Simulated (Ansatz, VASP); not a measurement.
**TiTe2 in VASP and in Ansatz**

The input INCAR:

```
SYSTEM = TiTe2
ALGO = Normal ; EDIFF = 1E-6
EDIFFG = -0.02 ; ENCUT = 600
GGA = RE ; IBRION = 2
ISIF = 3 ; ISMEAR = 1
IVDW = 12 ; LASPH = .True.
LCHARG = .False. ; LREAL = .False.
LWAVE = .False. ; NELM = 80
NSW = 60 ; PREC = Accurate
SIGMA = 0.1
```

Contents of KPOINTS:

```
k-points
0
Gamma
  8 8 4
  0 0 0
```

File POSCAR:

```
TiTe2
1.0
    3.7770000000      0.0000000000      0.0000000000
   -1.8885000000      3.2709780000      0.0000000000
    0.0000000000      0.0000000000      6.4980000000
Ti Te
1 2
Direct
    0.0000000000      0.0000000000      0.0000000000
    0.6666666667      0.3333333333      0.2628000000
    0.3333333333      0.6666666667      0.7372000000
```

Input for Ansatz:

```yaml
crystal:
  lattice:
    - [3.777, 0.0, 0.0]
    - [-1.8885, 3.270978, 0.0]
    - [0.0, 0.0, 6.498]
  atoms:
    - { symbol: Ti, position: [0.0, 0.0, 0.0] }
    - { symbol: Te, position: [0.6666666666666666, 0.3333333333333333, 0.2628] }
    - { symbol: Te, position: [0.3333333333333333, 0.6666666666666666, 0.7372] }
kpoints:
  mp_grid:
    grid: [8, 8, 4]
hamiltonian:
  xc: revpbe
  dispersion: d3bj
scf:
  occupations:
    method: cold
relax:
  f_tol: 0.02
  max_steps: 40
  cell: {}
```

Alike in both runs: task relaxation of cell and atoms; functional revPBE; dispersion D3(BJ); k mesh 8 × 8 × 4; no spin polarisation.

|  | VASP | Ansatz |
| --- | --- | --- |
| version | VASP 6.6.1 | Ansatz 0.2.0 |
| potentials or method | VASP PAW PBE potentials, release 64 (Ti_sv, Te) | plane waves, PAW |
| plane-wave cutoff (eV) | 600 | 420 |
| occupations | methfessel-paxton of order 1, width 0.1 eV | cold |
| valence electrons in the cell | 24 | 44 |

|  | VASP | Ansatz | Ansatz less VASP |
| --- | --- | --- | --- |
| relaxed volume (Å³/atom) | 24.21 | 24.21 | +0.001 |
| relaxed cell length with the largest relative difference (Å) | 6.240 | 6.242 | +0.0019 |

VASP's potentials were made for PBE, not for revPBE. VASP's potentials hold 24 valence electrons a cell and Ansatz's 44, so a difference there can come from the potentials and not from the codes.

Neither program's run includes spin-orbit coupling.
